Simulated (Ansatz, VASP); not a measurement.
Two plane-wave programs on CuP

```
Cu P
1.0
     3.73445    0.00000    0.00000
    -1.86722    3.23413    0.00000
     0.00000    0.00000    2.48152
Cu P
1 1
Cartesian
  0.0000 0.0000 0.0000
  1.8672 1.0780 1.2408
```

Alike in both runs: functional PBE; k mesh 18 × 18 × 22; occupations gaussian, width 0.1 eV; no spin polarisation.

Ansatz relaxed the structure, and its values are those at the end. VASP's run is a single point on that final structure, the one shown.

|  | VASP | Ansatz |
| --- | --- | --- |
| version | VASP 6.6.1 | Ansatz 0.2.0 |
| potentials or method | VASP PAW PBE potentials, release 64 (Cu, P), cutoff 520 eV | scalar-relativistic, plane waves, PAW |
| valence electrons in the cell | 16 | 24 |

VASP gave:

- gap on the k mesh at the Fermi level (eV): none
- pressure (GPa): 0.1

Problem. What did Ansatz give for the same quantities?

Solution. gap on the k mesh at the Fermi level (eV): none; pressure (GPa): 0.0.

A gap of «none» marks a metal or a gap that the smearing closes. VASP's potentials hold 16 valence electrons a cell and Ansatz's 24, so a difference there can come from the potentials and not from the codes.
